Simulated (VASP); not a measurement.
# HfZn2 (Fd-3m) in VASP: a series of runs

The runs below take HfZn2 through single point, relaxation of cell and atoms, with LDA.

Program: VASP 6.6.1. These are calculated values, not measurements. Logs are shortened: lines on timing, memory, paths and dates and some standing lists are left out, and cuts for length are marked.

**1. The cell of the first run**

The structure is cubic, space group Fd-3m (No. 227). The conventional cell has a = 7.142 Å, b = 7.142 Å, c = 7.142 Å, α = 90.00°, β = 90.00°, γ = 90.00°. Within 3.9 Å of Hf (site symmetry -43m) lie 12 Zn at 2.96 Å and 4 Hf at 3.09 Å. Zn (site symmetry -3m) has 6 Zn at 2.52 Å and 6 Hf at 2.96 Å within 3.3 Å.

**2. Single point, LDA**

The input, INCAR:

```
SYSTEM = HfZn2
ALGO = Normal ; EDIFF = 1E-6
ENCUT = 520 ; ISIF = 2
ISMEAR = 0 ; LASPH = .TRUE.
LCHARG = .FALSE. ; LREAL = .FALSE.
LWAVE = .FALSE. ; NBANDS = 43
NELM = 80 ; PREC = Accurate
SIGMA = 0.1
```

The input, KPOINTS:

```
k-points
0
G
  5 5 5
  0 0 0
```

The input, POSCAR:

```
HfZn2
1.0
    0.0000000000      3.5708624097      3.5708624097
    3.5708624097      0.0000000000      3.5708624097
    3.5708624097      3.5708624097      0.0000000000
Hf Zn
2 4
Direct
    0.0000000000      0.0000000000      0.0000000000
    0.2500000000      0.2500000000      0.2500000000
    0.6250000000      0.6250000000      0.6250000000
    0.1250000000      0.6250000000      0.6250000000
    0.6250000000      0.6250000000      0.1250000000
    0.6250000000      0.1250000000      0.6250000000
```

Potentials or basis: VASP PAW LDA potentials, release 64 (Hf_pv, Zn).

Launch:

```
$ cat potpaw_LDA.64/Hf_pv/POTCAR potpaw_LDA.64/Zn/POTCAR > POTCAR
$ mpirun -np 1 vasp_std > vasp.out
```

OUTCAR:

```text
SYSTEM = HfZn2
   EDIFF = 1E-6
   ENCUT = 520
   ISIF = 2
   ISMEAR = 0
   LASPH = .TRUE.
   LREAL = .FALSE.
   NELM = 80
   PREC = Accurate

 ion  position               nearest neighbor table
   1  0.000  0.000  0.000-   5 2.96   6 2.96   4 2.96   5 2.96   4 2.96   6 2.96   3 2.96   3 2.96
                             3 2.96   4 2.96   5 2.96   6 2.96   2 3.09   2 3.09   2 3.09   2 3.09
   2  0.250  0.250  0.250-   4 2.96   6 2.96   4 2.96   5 2.96   5 2.96   6 2.96   3 2.96   6 2.96
                             3 2.96   3 2.96   4 2.96   5 2.96   1 3.09   1 3.09   1 3.09   1 3.09
   3  0.625  0.625  0.625-   4 2.52   5 2.52   6 2.52   5 2.52   6 2.52   4 2.52   1 2.96   2 2.96
                             1 2.96   2 2.96   1 2.96   2 2.96
   4  0.125  0.625  0.625-   3 2.52   5 2.52   6 2.52   3 2.52   5 2.52   6 2.52   2 2.96   1 2.96
                             2 2.96   1 2.96   1 2.96   2 2.96
   5  0.625  0.625  0.125-   3 2.52   3 2.52   4 2.52   6 2.52   6 2.52   4 2.52   1 2.96   2 2.96
                             1 2.96   2 2.96   1 2.96   2 2.96
   6  0.625  0.125  0.625-   3 2.52   5 2.52   3 2.52   4 2.52   5 2.52   4 2.52   1 2.96   2 2.96
                             1 2.96   2 2.96   1 2.96   2 2.96

  LATTYP: Found a face centered cubic cell.
 ALAT       =     7.1417248194

  Lattice vectors:

 A1 = (   0.0000000000,   3.5708624097,   3.5708624097)
 A2 = (   3.5708624097,   0.0000000000,   3.5708624097)
 A3 = (   3.5708624097,   3.5708624097,   0.0000000000)

Analysis of symmetry for initial positions (statically):
=====================================================================
 Subroutine PRICEL returns:
 Original cell was already a primitive cell.

 Routine SETGRP: Setting up the symmetry group for a
 face centered cubic supercell.

 Subroutine GETGRP returns: Found 48 space group operations
 (whereof 24 operations were pure point group operations)
 out of a pool of 48 trial point group operations.

The static configuration has the point symmetry T_d .
 The point group associated with its full space group is O_h .

Analysis of symmetry for dynamics (positions and initial velocities):
=====================================================================
 Subroutine PRICEL returns:
 Original cell was already a primitive cell.

 Routine SETGRP: Setting up the symmetry group for a
 face centered cubic supercell.

 Subroutine GETGRP returns: Found 48 space group operations
 (whereof 24 operations were pure point group operations)
 out of a pool of 48 trial point group operations.

The dynamic configuration has the point symmetry T_d .
 The point group associated with its full space group is O_h .
[... 97 lines left out ...]
   NFREE  =      0    steps in history (QN), initial steepest desc. (CG)
   ISIF   =      2    stress and relaxation
   ISYM   =      2    0-nonsym 1-usesym 2-fastsym
   POTIM  = 0.5000    time-step for ionic-motion
   TEBEG  =    0.0;   TEEND  =   0.0 temperature during run
   PSTRESS=    0.0 pullay stress
   NELECT =      68.0000    total number of electrons
   NUPDOWN=      -1.0000    fix difference up-down
   EMIN   =  10.00;   EMAX   =-10.00  energy-range for DOS
   EFERMI =   0.00;   METHOD = LEGACY
   ISMEAR =     0;   SIGMA  =   0.10  broadening in eV -4-tet -1-fermi 0-gaus
   EFERMI_NEDOS =   21; number of points for ismear=-14 and -15
   IALGO  =     38    algorithm
   IMIX   =      4    mixing-type and parameters
     AMIX     =   0.40;   BMIX     =  1.00
     AMIX_MAG =   1.60;   BMIX_MAG =  1.00
  volume/ion in A,a.u.               =      15.18       102.42
  Fermi-wavevector in a.u.,A,eV,Ry     =   1.485233  2.806684 30.013337  2.205918
  Thomas-Fermi vector in A             =   2.598671
   LORBIT       =      0    0 simple, 1 ext, 2 COOP (PROOUT), +10 PAW based schemes
   GGA     = CA    functional components
   LHFCALC =     F    Hartree Fock is set to
   AEXX    =    0.0000 exact exchange contribution
   IVDW    =     0    specifies the selected vdW correction
   LEPSILON=     F    determine dielectric tensor
   LRPA    =     F    only Hartree local field effects (RPA)
 non-spin polarized calculation
 Gauss-broadening in eV      SIGMA  =   0.10
  energy-cutoff  :      520.00
  volume of cell :       91.06
 maximum number of plane-waves:      2481
 NGX is ok and might be reduce to    40
   NGX = 19   NGY = 19   NGZ = 19

 number of electron      68.0000032 magnetization

 Free energy of the ion-electron system (eV)
  ---------------------------------------------------
  ext. energy  EPLUGINS =         0.00000000
  ---------------------------------------------------
  free energy    TOTEN  =       -30.42204697 eV

  energy without entropy =      -30.38312699  energy(sigma->0) =      -30.40258698

 E-fermi :   4.2874     XC(G=0): -12.4906

 val. band max:        4.2595467202   @ k =  -0.4000   0.4000   0.2000
 cond. band min:       4.3355645974   @ k =  -0.4000   0.2000   0.0000
 fundamental gap:      0.0760178773
 Fermi energy:         4.2874129041

 k-point     1 :       0.0000    0.0000    0.0000
  band No.  band energies     occupation
      1     -26.0226      2.00000
      2     -26.0226      2.00000
      3     -26.0226      2.00000
      4     -25.7409      2.00000
      5     -25.7409      2.00000
      6     -25.7409      2.00000
[... 449 lines left out ...]
     42       9.7472      0.00000
     43      10.6018      0.00000

------------------------ aborting loop because EDIFF is reached ----------------------------------------

  FORCE on cell =-STRESS in cart. coord.  units (eV):
  Direction    XX          YY          ZZ          XY          YZ          ZX
  --------------------------------------------------------------------------------------
  -------------------------------------------------------------------------------------
  Total        0.2870976      0.2870976      0.2870976      0.0000000     -0.0000000      0.0000000
  in kB        5.0511569      5.0511569      5.0511569      0.0000000     -0.0000000      0.0000000
  external PRESSURE =       5.0511569 kB  Pullay stress =       0.0000000 kB

 VOLUME and BASIS-vectors are now :
 -----------------------------------------------------------------------------
  energy-cutoff  :      520.00
  volume of cell :       91.06
      direct lattice vectors                 reciprocal lattice vectors
     0.000000000  3.570862410  3.570862410    -0.140022197  0.140022197  0.140022197
     3.570862410  0.000000000  3.570862410     0.140022197 -0.140022197  0.140022197
     3.570862410  3.570862410  0.000000000     0.140022197  0.140022197 -0.140022197

 POSITION                                       TOTAL-FORCE (eV/Angst)
 -----------------------------------------------------------------------------------
      0.00000      0.00000      0.00000        -0.000000     -0.000000     -0.000000
      1.78543      1.78543      1.78543         0.000000      0.000000      0.000000
      4.46358      4.46358      4.46358         0.000000      0.000000      0.000000
      4.46358      2.67815      2.67815         0.000000      0.000000      0.000000
      2.67815      2.67815      4.46358         0.000000      0.000000      0.000000
      2.67815      4.46358      2.67815         0.000000      0.000000      0.000000
 -----------------------------------------------------------------------------------
    total drift:                                0.000000      0.000000      0.000000

  FREE ENERGIE OF THE ION-ELECTRON SYSTEM (eV)
  ---------------------------------------------------
  free  energy   TOTEN  =       -30.4220469673 eV

  energy  without entropy=      -30.3831269914  energy(sigma->0) =      -30.40258698
```

Run time: 38 s. Hardware: 1 thread of Intel Xeon Platinum 8488C (Sapphire Rapids), shared host; peak memory 0.21 GiB.

Results:

* Free energy: -30.4220 eV
* Pressure: 0.5 GPa
* Band gap on the k mesh: zero (band 34 reaches 4.60 eV, above the bottom of band 35 at 3.26 eV)

Caveat: spin-orbit coupling is left out, which moves the levels of the heavy elements.

**3. Relaxation of cell and atoms, LDA**

This run uses another cell than the first one, of 16.34 Å³/atom, 1.077 times its volume.

The input, INCAR:

```
SYSTEM = HfZn2
  PREC = Accurate
  ENCUT = 600
  EDIFF = 1E-6
  ISMEAR = 0
  SIGMA = 0.1
  LREAL = .FALSE.
  LASPH = .TRUE.
  NELM = 80
  ALGO = Normal
  ISIF = 3
  LWAVE = .FALSE.
  LCHARG = .FALSE.
  IBRION = 2
  NSW = 80
  EDIFFG = -0.02
```

The input, KPOINTS:

```
regular mesh
0
G
  5 5 5
  0 0 0
```

Edit POSCAR of step 2 so:

```diff
@@ -2,5 +2,5 @@
 1.0
-    0.0000000000      3.5708624097      3.5708624097
-    3.5708624097      0.0000000000      3.5708624097
-    3.5708624097      3.5708624097      0.0000000000
+    0.0000000000      3.6600000000      3.6600000000
+    3.6600000000      0.0000000000      3.6600000000
+    3.6600000000      3.6600000000      0.0000000000
 Hf Zn
```

Potentials or basis: VASP PAW LDA potentials, release 64 (Hf_pv, Zn).

Launch:

```
$ cat potpaw_LDA.64/Hf_pv/POTCAR potpaw_LDA.64/Zn/POTCAR > POTCAR
$ mpirun -np 1 vasp_std > vasp.out
```

It took 2.2 min on 1 thread of Intel Xeon Platinum 8488C (Sapphire Rapids), shared host; peak memory 0.24 GiB.

The run converged. Its results:

```
Free energy                            : -30.4243 eV
Relaxed volume                         : 15.24 Å³/atom
Relaxed cell                           : a = 5.057 Å, b = 5.057 Å, c = 5.057 Å, α = 60.00°, β = 60.00°, γ = 60.00°
Space group after relaxing (to 0.05 Å) : Fd-3m (No. 227)
Energy gained by relaxing              : 30.2 meV/atom
Ionic steps                            : 3
Pressure after relaxing                : 0.0 GPa
Band gap on the k mesh                 : zero (band 34 reaches 4.57 eV, above the bottom of band 35 at 3.23 eV)
```

Step by step:
```
step  energy change (eV)  largest force (eV/Å)  pressure (GPa)  volume (Å³)
   1              0.0000                0.0000           -8.14        98.06
   2             -0.0704                0.0000            8.04        86.74
   3             -0.1813                0.0000            0.03        91.42
```

Final structure:
```
Hf Zn
1.0
     0.00000    3.57552    3.57552
     3.57552    0.00000    3.57552
     3.57552    3.57552    0.00000
Hf Zn
2 4
Cartesian
  0.0000 0.0000 0.0000
  1.7878 1.7878 1.7878
  4.4694 4.4694 4.4694
  4.4694 2.6816 2.6816
  2.6816 2.6816 4.4694
  2.6816 4.4694 2.6816
```

Levels at points of the mesh, in eV from the Fermi level:
```
           k point  band 31  band 32  band 33  band 34  band 35  band 36  band 37  band 38  band 39  band 40
(0.00, 0.00, 0.00)    -1.80    -1.80    -1.80    -1.03    -1.03    -1.03     2.78     4.26     4.26     4.26
```

Caveat: spin-orbit coupling is left out, which moves the levels of the heavy elements.
